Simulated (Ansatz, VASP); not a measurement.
## Two plane-wave programs on KScS2

```
CELL_PARAMETERS angstrom
3.99483 0.00000 0.00000
0.00000 3.99483 0.00000
0.00000 0.00000 11.75122
ATOMIC_POSITIONS crystal
K 0.50000 0.00000 0.88929
K 0.00000 0.50000 0.11071
S 0.50000 0.00000 0.17842
S 0.00000 0.50000 0.39888
S 0.50000 0.00000 0.60112
S 0.00000 0.50000 0.82158
Sc 0.50000 0.00000 0.37516
Sc 0.00000 0.50000 0.62484
```

Alike in both runs: task single point; functional r2SCAN; k mesh 6 × 6 × 2; no spin polarisation.

```csv
,VASP,Ansatz
version,VASP 6.6.1,Ansatz 0.2.0
potentials or method,"VASP PAW PBE potentials, release 64 (K_sv, S, Sc_sv)","plane waves, PAW"
plane-wave cutoff (eV),520,500
occupations,"gaussian, width 0.01 eV",fixed
valence electrons in the cell,64,64
```

Ansatz gave:

| Quantity | Value |
| --- | --- |
| gap on the k mesh at the Fermi level (eV) | 0.84 |
| pressure (GPa) | 0.0 |
| rms of the force components (eV/Å) | 0.001 |

Problem. What did VASP give for the same quantities?

Solution. gap on the k mesh at the Fermi level (eV): 0.84; pressure (GPa): 0.2; rms of the force components (eV/Å): 0.020.

VASP's potentials were made for PBE, not for r2SCAN.
